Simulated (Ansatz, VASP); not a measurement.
## WC in VASP and in Ansatz

INCAR

```
PREC = Accurate ; ENCUT = 520
EDIFF = 1E-6 ; ISMEAR = 0
SIGMA = 0.15 ; LREAL = False
LASPH = True ; NELM = 80
ALGO = Normal ; ISIF = 2
LWAVE = False ; LCHARG = True
GGA = PS ; LELF = True
LVHAR = True ; NBANDS = 16
```

The input KPOINTS:

```
Automatic mesh
0
Gamma
  18 18 18
```

File POSCAR:

```
WC
1.0
    0.0000000000      2.3680987200      2.3680987200
    2.3680987200      0.0000000000      2.3680987200
    2.3680987200      2.3680987200      0.0000000000
W C
1 1
Direct
    0.0000000000      0.0000000000      0.0000000000
    0.5000000000      0.5000000000      0.5000000000
```

Input for Ansatz:

```yaml
crystal:
  lattice:
    - [0.0, 2.36809872, 2.36809872]
    - [2.36809872, 0.0, 2.36809872]
    - [2.36809872, 2.36809872, 0.0]
  atoms:
    - { symbol: W, position: [0.0, 0.0, 0.0] }
    - { symbol: C, position: [0.5, 0.5, 0.5] }
basis:
  ecutwfc: 420
kpoints:
  mp_grid: { grid: [18, 18, 18] }
hamiltonian:
  xc: pbesol
scf:
  occupations: { method: gaussian, width: 0.15 }
output:
  forces: true
  stress: true
  eigenvalues: true
  write_density: true
  write_potential: true
  elf: true
  volumetric_format: npy
```

Change from the starting cell: strain +0.080 along x and y, +0.080 along z, atoms carried along.

Alike in both runs: task single point; functional PBEsol; k mesh 18 × 18 × 18; occupations gaussian, width 0.15 eV; no spin polarisation.

|  | VASP | Ansatz |
| --- | --- | --- |
| version | VASP 6.6.1 | Ansatz 0.2.0 |
| potentials or method | VASP PAW PBE potentials, release 64 (W_sv, C), cutoff 520 eV | scalar-relativistic, plane waves, PAW |
| valence electrons in the cell | 18 | 18 |

```csv
,VASP,Ansatz,Ansatz less VASP
gap on the k mesh at the Fermi level (eV),none,none,-
pressure (GPa),-56.9,-57.2,-0.38
```

VASP's potentials were made for PBE, not for PBEsol. A gap of «none» marks a metal or a gap that the smearing closes. Both programs put the cell under strong tension, so it lies far from rest at this level.

Spin-orbit coupling is off throughout. Noted on VASP's run: the cell as given lies far from equilibrium.
